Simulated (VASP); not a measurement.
Write the native input for VASP 6.6.1 that does the following.

- Task: electric field gradients
- Functional: PBEsol
- Potentials or basis: VASP PAW PBE potentials, release 64 (Sb_d_GW)
- Cutoff: 400 eV
- k mesh: 9 × 9 × 9
- Occupations: fermi-dirac, width 0.05 eV
- Spin: no spin polarisation
- Dipole correction: no
- Second run: valence_matched
- Further INCAR settings: ALGO = Normal; EDIFF = 1e-08; NBANDS = 22

The structure of Sb lies in POSCAR:

```
Sb
1.0
    2.1789009502      1.2579890502      3.7932688079
   -2.1789009502      1.2579890502      3.7932688079
    0.0000000000     -2.5159781002      3.7932688079
Sb
2
Direct
    0.2336400000      0.2336400000      0.2336400000
    0.7663600000      0.7663600000      0.7663600000
```

This cell differs from its parent crystal: functional pbesol, volume scaled by 1.04.

The input as run:

INCAR

```
SYSTEM = Sb
PREC = Accurate
ENCUT = 400
EDIFF = 1E-8
ISMEAR = -1
SIGMA = 0.05
LREAL = .False.
LASPH = .True.
NELM = 120
ALGO = Normal
ISIF = 2
LWAVE = .False.
LCHARG = .False.
GGA = PS
LEFG = .True.
NBANDS = 22
GGA_COMPAT = .False.
```

KPOINTS

```
Automatic mesh
0
Gamma
  9 9 9
  0 0 0
```

Potentials or basis: VASP PAW PBE potentials, release 64 (Sb_d_GW).

Launch:

```console
$ cat potpaw_PBE.64/Sb_d_GW/POTCAR > POTCAR
$ mpirun -np 1 vasp_std > vasp.out
```

Results of the run:

```yaml
Pressure: -2.0 GPa
Largest_force: 0.048 eV/Å
Band_gap_on_the_k_mesh: 0.14 eV, indirect (least direct gap 0.50 eV)
```

Caveat: without QUAD_EFG the Cq values of the log hold for a quadrupole moment of 1 mb, not for the nuclei; the PAW data sets were made with another functional, which shifts forces and pressure a little; spin-orbit coupling is left out, which moves the levels of the heavy elements.

It took 52 s on 1 thread of Intel(R) Xeon(R) 6975P-C (Granite Rapids), on a shared host, peak memory 0.22 GiB.
